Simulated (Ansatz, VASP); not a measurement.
## Nb in VASP and in Ansatz

```xyz
1
Lattice="0.0000 2.0718 2.0718 2.0718 0.0000 2.0718 2.0718 2.0718 0.0000" Properties=species:S:1:pos:R:3 pbc="T T T"
Nb    0.0000    0.0000    0.0000
```

Change from the starting cell: volume scaled by 0.94.

Alike in both runs: task single point; functional PBE; dispersion D3(BJ); k mesh 8 × 8 × 8; non-collinear spin, spin-orbit coupling.

```csv
,VASP,Ansatz
version,VASP 6.6.1,Ansatz 0.2.0
potentials or method,"VASP PAW PBE potentials, release 64 (Nb_sv), cutoff 520 eV","all-electron LAPW, relativistic spinors"
occupations,"methfessel-paxton of order 1, width 0.01 eV","cold, width 0.01 eV"
```

```csv
,VASP,Ansatz,Ansatz less VASP
pressure (GPa),1.2,1.6,+0.40
net moment per atom (μB),0.00,0.00,0.000
```

Ansatz ran all-electron here, and VASP with PAW potentials.

Noted on Ansatz's run: the k mesh is thin for a metal, which can move the energy by tens of meV per atom.
